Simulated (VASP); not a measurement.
# GaN (P6_3mc) in VASP: single point with LDA

Aim: the single point of GaN with LDA.

All numbers are computed with VASP 6.6.1; they aren't measurements. Logs are shortened: lines on timing, memory, paths and dates and some standing lists are left out, and cuts for length are marked.

## Step 1: The cell of the first run

The structure is hexagonal, space group P6_3mc (No. 186). The conventional cell has a = 3.152 Å, b = 3.152 Å, c = 5.138 Å, α = 90.00°, β = 90.00°, γ = 120.00°. Ga (site symmetry 3m) has 4 N at 1.93 Å within 2.6 Å. N (site symmetry 3m) has 4 Ga at 1.93 Å within 2.6 Å.

## Step 2: Single point, LDA

File INCAR:

```
SYSTEM = GaN
  PREC = Accurate
  ENCUT = 520
  EDIFF = 1E-6
  ISMEAR = 0
  SIGMA = 0.01
  LREAL = .False.
  LASPH = .True.
  NELM = 100
  ALGO = Normal
  ISIF = 2
  LWAVE = .False.
  LCHARG = .True.
  GGA = CA
  LELF = .True.
  LVHAR = .True.
  NBANDS = 26
```

File KPOINTS:

```
regular mesh
0
Gamma
  10 10 6
  0 0 0
```

File POSCAR:

```
GaN
1.0
    3.1516554573      0.0000000000      0.0000000000
   -1.5758277286      2.7294136900      0.0000000000
    0.0000000000      0.0000000000      5.1381648742
Ga N
2 2
Direct
    0.3333333333      0.6666666667      0.0001958068
    0.6666666667      0.3333333333      0.5001958068
    0.3333333333      0.6666666667      0.3766041932
    0.6666666667      0.3333333333      0.8766041932
```

Potentials or basis: VASP PAW LDA potentials, release 64 (Ga_d, N).

Command:

```
$ cat potpaw_LDA.64/Ga_d/POTCAR potpaw_LDA.64/N/POTCAR > POTCAR
$ mpirun -np 1 vasp_std > vasp.out
```

OUTCAR:

```text
SYSTEM = GaN
   PREC = Accurate
   ENCUT = 520
   EDIFF = 1E-6
   ISMEAR = 0
   LREAL = .False.
   LASPH = .True.
   NELM = 100
   ISIF = 2
   GGA = CA

 ion  position               nearest neighbor table
   1  0.333  0.667  0.000-   4 1.93   4 1.93   4 1.93   3 1.93
   2  0.667  0.333  0.500-   3 1.93   3 1.93   3 1.93   4 1.93
   3  0.333  0.667  0.377-   2 1.93   2 1.93   2 1.93   1 1.93
   4  0.667  0.333  0.877-   1 1.93   1 1.93   1 1.93   2 1.93

  LATTYP: Found a hexagonal cell.
 ALAT       =     3.1516554573
 C/A-ratio  =     1.6303066575

  Lattice vectors:

 A1 = (   3.1516554573,   0.0000000000,   0.0000000000)
 A2 = (  -1.5758277286,   2.7294136900,   0.0000000000)
 A3 = (   0.0000000000,   0.0000000000,   5.1381648742)

Analysis of symmetry for initial positions (statically):
=====================================================================
 Subroutine PRICEL returns:
 Original cell was already a primitive cell.

 Routine SETGRP: Setting up the symmetry group for a
 hexagonal supercell.

 Subroutine GETGRP returns: Found 12 space group operations
 (whereof  6 operations were pure point group operations)
 out of a pool of 24 trial point group operations.

The static configuration has the point symmetry C_3v.
 The point group associated with its full space group is C_6v.

Analysis of symmetry for dynamics (positions and initial velocities):
=====================================================================
 Subroutine PRICEL returns:
 Original cell was already a primitive cell.

 Routine SETGRP: Setting up the symmetry group for a
 hexagonal supercell.

 Subroutine GETGRP returns: Found 12 space group operations
 (whereof  6 operations were pure point group operations)
 out of a pool of 24 trial point group operations.

The dynamic configuration has the point symmetry C_3v.
 The point group associated with its full space group is C_6v.

 Subroutine INISYM returns: Found 12 space group operations
 (whereof  6 operations are pure point group operations),
 and found     1 'primitive' translations

----------------------------------------------------------------------------------------

                                     Primitive cell

  volume of cell :      44.1994

  direct lattice vectors                    reciprocal lattice vectors
     3.151655457  0.000000000  0.000000000     0.317293566  0.183189526  0.000000000
    -1.575827729  2.729413690  0.000000000     0.000000000  0.366379052  0.000000000
     0.000000000  0.000000000  5.138164874     0.000000000  0.000000000  0.194622015

  length of vectors
     3.151655457  3.151655457  5.138164874     0.366379052  0.366379052  0.194622015

  position of ions in fractional coordinates (direct lattice)
     0.333333333  0.666666667  0.000195807
     0.666666667  0.333333333  0.500195807
     0.333333333  0.666666667  0.376604193
     0.666666667  0.333333333  0.876604193

  ion indices of the primitive-cell ions
   primitive index   ion index
                 1           1
                 2           2
                 3           3
                 4           4

----------------------------------------------------------------------------------------

 KPOINTS: regular mesh

Automatic generation of k-mesh.
 Grid dimensions read from file:
 generate k-points for:   10   10    6

 Generating k-lattice:

  Cartesian coordinates                     Fractional coordinates (reciprocal lattice)
     0.031729357  0.018318953  0.000000000     0.100000000  0.000000000  0.000000000
     0.000000000  0.036637905  0.000000000     0.000000000  0.100000000  0.000000000
     0.000000000  0.000000000  0.032437002     0.000000000  0.000000000  0.166666667

  Length of vectors
     0.036637905  0.036637905  0.032437002

  Shift w.r.t. Gamma in fractional coordinates (k-lattice)
     0.000000000  0.000000000  0.000000000

 Subroutine IBZKPT returns following result:
 ===========================================

 Found     56 irreducible k-points:

 Following reciprocal coordinates:
            Coordinates               Weight
  0.000000  0.000000  0.000000      1.000000
  0.100000 -0.000000  0.000000      6.000000
  0.200000 -0.000000  0.000000      6.000000
  0.300000 -0.000000  0.000000      6.000000
  0.400000 -0.000000  0.000000      6.000000
  0.500000 -0.000000  0.000000      3.000000
[... 16 lines left out ...]
  0.300000  0.100000  0.166667     24.000000
  0.400000  0.100000  0.166667     24.000000
 [... further k-points ...]
   k-points           NKPTS =     56   k-points in BZ     NKDIM =     56   number of bands    NBANDS=     26
   number of dos      NEDOS =    301   number of ions     NIONS =      4
   total plane-waves  NPLWV =  23040
   dimension x,y,z NGX =    24 NGY =   24 NGZ =   40
   dimension x,y,z NGXF=    48 NGYF=   48 NGZF=   80
   ions per type =               2   2
   NGX,Y,Z   is equivalent  to a cutoff of  12.66, 12.66, 12.94 a.u.
   NGXF,Y,Z  is equivalent  to a cutoff of  25.32, 25.32, 25.88 a.u.
 SYSTEM =  GaN
   PREC   = accura    normal or accurate (medium, high low for compatibility)
   ISTART =      0    job   : 0-new  1-cont  2-samecut
   ICHARG =      2    charge: 1-file 2-atom 10-const
   ISPIN  =      1    spin polarized calculation?
   LNONCOLLINEAR =      F non collinear calculations
   LSORBIT =      F    spin-orbit coupling
   LASPH  =      T    aspherical Exc in radial PAW
   ENCUT  =  520.0 eV  38.22 Ry    6.18 a.u.   5.86  5.86  9.55*2*pi/ulx,y,z
   NELM   =    100;   NELMIN=  2; NELMDL= -5     # of ELM steps
   EDIFF  = 0.1E-05   stopping-criterion for ELM
   LREAL  =      F    real-space projection
   EDIFFG = 0.1E-04   stopping-criterion for IOM
   NSW    =      0    number of steps for IOM
   IBRION =     -1    ionic relax: 0-MD 1-quasi-New 2-CG
   NFREE  =      0    steps in history (QN), initial steepest desc. (CG)
   ISIF   =      2    stress and relaxation
   ISYM   =      2    0-nonsym 1-usesym 2-fastsym
   POTIM  = 0.5000    time-step for ionic-motion
   TEBEG  =    0.0;   TEEND  =   0.0 temperature during run
   PSTRESS=    0.0 pullay stress
   NELECT =      36.0000    total number of electrons
   NUPDOWN=      -1.0000    fix difference up-down
   EMIN   =  10.00;   EMAX   =-10.00  energy-range for DOS
   EFERMI =   0.00;   METHOD = LEGACY
   ISMEAR =     0;   SIGMA  =   0.01  broadening in eV -4-tet -1-fermi 0-gaus
   EFERMI_NEDOS =   21; number of points for ismear=-14 and -15
   IALGO  =     38    algorithm
   IMIX   =      4    mixing-type and parameters
     AMIX     =   0.40;   BMIX     =  1.00
     AMIX_MAG =   1.60;   BMIX_MAG =  1.00
  volume/ion in A,a.u.               =      11.05        74.57
  Fermi-wavevector in a.u.,A,eV,Ry     =   1.528869  2.889144 31.802809  2.337441
  Thomas-Fermi vector in A             =   2.636568
   LORBIT       =      0    0 simple, 1 ext, 2 COOP (PROOUT), +10 PAW based schemes
   GGA     = CA    functional components
   LHFCALC =     F    Hartree Fock is set to
   AEXX    =    0.0000 exact exchange contribution
   IVDW    =     0    specifies the selected vdW correction
   LEPSILON=     F    determine dielectric tensor
   LRPA    =     F    only Hartree local field effects (RPA)
 non-spin polarized calculation
 Gauss-broadening in eV      SIGMA  =   0.01
  energy-cutoff  :      520.00
  volume of cell :       44.20
 maximum number of plane-waves:      1203
 NGX is ok and might be reduce to    24
   NGX = 11   NGY = 11   NGZ = 19

 number of electron      36.0000032 magnetization

 Free energy of the ion-electron system (eV)
  ---------------------------------------------------
  ext. energy  EPLUGINS =         0.00000000
  ---------------------------------------------------
  free energy    TOTEN  =       -27.90976846 eV

  energy without entropy =      -27.90976846  energy(sigma->0) =      -27.90976846

 E-fermi :   5.5714     XC(G=0): -12.2994

 val. band max:        5.4426155736   @ k =   0.0000   0.0000   0.0000
 cond. band min:       7.5888669576   @ k =   0.0000   0.0000   0.0000
 fundamental gap:      2.1462513840
 Fermi energy:         5.5713903265

 k-point     1 :       0.0000    0.0000    0.0000
  band No.  band energies     occupation
      1     -10.7015      2.00000
      2      -9.7196      2.00000
      3      -8.1449      2.00000
      4      -8.1276      2.00000
      5      -8.1276      2.00000
      6      -8.0605      2.00000
[... 18 lines left out ...]
     25      17.2221      0.00000
     26      17.2221      0.00000

 k-point     2 :       0.1000   -0.0000    0.0000
  band No.  band energies     occupation
      1     -10.5956      2.00000
      2      -9.6930      2.00000
      3      -8.1343      2.00000
      4      -8.1119      2.00000
      5      -8.0965      2.00000
      6      -8.0484      2.00000
[... 18 lines left out ...]
     25      16.7811      0.00000
     26      17.4462      0.00000

 k-point     3 :       0.2000   -0.0000    0.0000
  band No.  band energies     occupation
      1     -10.3206      2.00000
      2      -9.6339      2.00000
      3      -8.0997      2.00000
      4      -8.0776      2.00000
      5      -8.0244      2.00000
      6      -7.9824      2.00000
[... 18 lines left out ...]
     25      16.9387      0.00000
     26      17.9262      0.00000

 k-point     4 :       0.3000   -0.0000    0.0000
  band No.  band energies     occupation
      1     -10.0051      2.00000
      2      -9.5812      2.00000
      3      -8.0748      2.00000
      4      -8.0527      2.00000
      5      -7.9737      2.00000
      6      -7.9136      2.00000
[... 18 lines left out ...]
     25      16.9229      0.00000
     26      18.5421      0.00000
[... 496 lines left out ...]
      1     -10.0508      2.00000
      2      -9.6067      2.00000
      3      -8.0711      2.00000
      4      -8.0620      2.00000
      5      -8.0004      2.00000
      6      -7.9694      2.00000
[... 18 lines left out ...]
     25      16.5648      0.00000
     26      18.1695      0.00000

 k-point    23 :       0.3000    0.1000    0.1667
  band No.  band energies     occupation
      1      -9.8138      2.00000
      2      -9.5632      2.00000
      3      -8.0675      2.00000
      4      -8.0463      2.00000
      5      -7.9663      2.00000
      6      -7.9037      2.00000
[... 18 lines left out ...]
     25      16.8488      0.00000
     26      18.5941      0.00000

 k-point    24 :       0.4000    0.1000    0.1667
  band No.  band energies     occupation
      1      -9.6970      2.00000
      2      -9.5460      2.00000
      3      -8.0776      2.00000
      4      -8.0392      2.00000
      5      -7.9498      2.00000
      6      -7.9042      2.00000
[... 18 lines left out ...]
     25      17.4539      0.00000
     26      18.9303      0.00000

 [... further k-points ...]

------------------------ aborting loop because EDIFF is reached ----------------------------------------

  FORCE on cell =-STRESS in cart. coord.  units (eV):
  Direction    XX          YY          ZZ          XY          YZ          ZX
  --------------------------------------------------------------------------------------
  -------------------------------------------------------------------------------------
  Total        0.3091070      0.3091070      0.3050713      0.0000000      0.0000000      0.0000000
  in kB       11.2047793     11.2047793     11.0584909      0.0000000      0.0000000      0.0000000
  external PRESSURE =      11.1560165 kB  Pullay stress =       0.0000000 kB

 VOLUME and BASIS-vectors are now :
 -----------------------------------------------------------------------------
  energy-cutoff  :      520.00
  volume of cell :       44.20
      direct lattice vectors                 reciprocal lattice vectors
     3.151655457  0.000000000  0.000000000     0.317293566  0.183189526  0.000000000
    -1.575827729  2.729413690  0.000000000     0.000000000  0.366379052  0.000000000
     0.000000000  0.000000000  5.138164874     0.000000000  0.000000000  0.194622015

 POSITION                                       TOTAL-FORCE (eV/Angst)
 -----------------------------------------------------------------------------------
     -0.00000      1.81961      0.00101         0.000000     -0.000000      0.001505
      1.57583      0.90980      2.57009        -0.000000     -0.000000      0.001505
     -0.00000      1.81961      1.93505         0.000000     -0.000000     -0.001505
      1.57583      0.90980      4.50414        -0.000000      0.000000     -0.001505
 -----------------------------------------------------------------------------------
    total drift:                               -0.000001     -0.000001      0.000495

  FREE ENERGIE OF THE ION-ELECTRON SYSTEM (eV)
  ---------------------------------------------------
  free  energy   TOTEN  =       -27.9097684559 eV

  energy  without entropy=      -27.9097684559  energy(sigma->0) =      -27.90976846
```

Wall time 45 s (1 thread of Intel Xeon Platinum 8124M at 3.00GHz (Skylake/Cascade Lake), shared host); peak memory 0.17 GiB.

What came out:

```yaml
Free_energy: -27.9098 eV
Pressure: 1.1 GPa
Band_gap_on_the_k_mesh: 2.15 eV
```
